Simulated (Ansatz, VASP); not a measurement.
This is a calculation of Na3Al for Ansatz 0.2.0.

Contents of input.yaml:

```yaml
crystal:
  lattice:
    - [0.0, 3.7812002983, 3.7812002983]
    - [3.7812002983, 0.0, 3.7812002983]
    - [3.7812002983, 3.7812002983, 0.0]
  atoms:
    - { symbol: Al, position: [0.0, 0.0, 0.0] }
    - { symbol: Na, position: [0.5, 0.5, 0.5] }
    - { symbol: Na, position: [0.75, 0.75, 0.75] }
    - { symbol: Na, position: [0.25, 0.25, 0.25] }
hamiltonian:
  xc: pbe
  pseudopotentials: { kind: paw }
kpoints:
  mp_grid: { grid: [6, 6, 6] }
scf:
  occupations: { method: fermi_dirac, width: 0.05 }
output:
  forces: true
  stress: true
  eigenvalues: true
```

Potentials or basis: Ansatz PAW.

Command:

```console
$ ansatz run input.yaml --threads 2 --pin off --max-ram 5120MiB --backend cpu --events-out ev --progress --plain --runs-dir out
```

Task: Translate it to VASP 6.6.1. Potentials there: VASP PAW PBE potentials, release 64 (Al, Na_pv).

Result: As run (the cutoff follows the program's own potentials):

INCAR

```
SYSTEM = Na3Al
ALGO = Normal ; EDIFF = 1E-7
ENCUT = 520 ; GGA = PE
ISIF = 2 ; ISMEAR = -1
LASPH = .True. ; LCHARG = .False.
LREAL = .False. ; LWAVE = .False.
NBANDS = 20 ; NELM = 100
PREC = Accurate ; SIGMA = 0.05
```

File KPOINTS:

```
k-points
0
Gamma
  6 6 6
  0 0 0
```

The input POSCAR:

```
Na3Al
1.0
    0.0000000000      3.7812002983      3.7812002983
    3.7812002983      0.0000000000      3.7812002983
    3.7812002983      3.7812002983      0.0000000000
Al Na
1 3
Direct
    0.0000000000      0.0000000000      0.0000000000
    0.5000000000      0.5000000000      0.5000000000
    0.7500000000      0.7500000000      0.7500000000
    0.2500000000      0.2500000000      0.2500000000
```

Potentials or basis: VASP PAW PBE potentials, release 64 (Al, Na_pv).

Run with:

```sh
$ cat potpaw_PBE.64/Al/POTCAR potpaw_PBE.64/Na_pv/POTCAR > POTCAR
$ mpirun -np 1 vasp_std > vasp.out
```

Both were run:

|  | VASP | Ansatz | Ansatz less VASP |
| --- | --- | --- | --- |
| gap on the k mesh at the Fermi level (eV) | none | none | - |
| pressure (GPa) | 0.8 | 0.8 | -0.01 |

A gap of «none» marks a metal or a gap that the smearing closes. With one functional, cell and mesh, what is left measures potentials, basis and numerics. VASP's potentials hold 24 valence electrons a cell and Ansatz's 30, so a difference there can come from the potentials and not from the codes.
